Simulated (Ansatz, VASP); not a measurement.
## Ti in VASP and in Ansatz

```
Ti
1.0
     0.00000   -3.20990    0.00000
    -3.20990    0.00000    0.00000
     0.00000    0.00000   -3.20990
Ti
2
Direct
  0.53439 0.53439 0.50000
  0.96561 0.96561 0.00000
```

Change from the starting cell: mode 4 frozen in at -0.110 Å and mode 5 at -0.110 Å (largest displacements).

Alike in both runs: task single point; functional PBEsol; k mesh 14 × 14 × 14; occupations gaussian, width 0.15 eV; no spin polarisation.

|  | VASP | Ansatz |
| --- | --- | --- |
| version | VASP 6.6.1 | Ansatz 0.2.0 |
| potentials or method | VASP PAW PBE potentials, release 64 (Ti_sv), cutoff 520 eV | scalar-relativistic, plane waves, PAW |
| valence electrons in the cell | 24 | 24 |

VASP gave:

```
gap on the k mesh at the Fermi level (eV)                     : none
pressure (GPa)                                                : 2.0
traceless stress, the component that is largest in VASP (GPa) : 2.73
rms of the force components (eV/Å)                            : 1.040
```

Task: Estimate Ansatz's values.

Result: gap on the k mesh at the Fermi level (eV): none; pressure (GPa): 2.4; traceless stress, the component that is largest in VASP (GPa): 2.65; rms of the force components (eV/Å): 1.037.

VASP's potentials were made for PBE, not for PBEsol, and Ansatz warns of the same on its side. Atom by atom the forces differ by 0.003 eV/Å (rms over components). A gap of «none» marks a metal or a gap that the smearing closes. With one functional, cell and mesh, what is left measures potentials, basis and numerics.
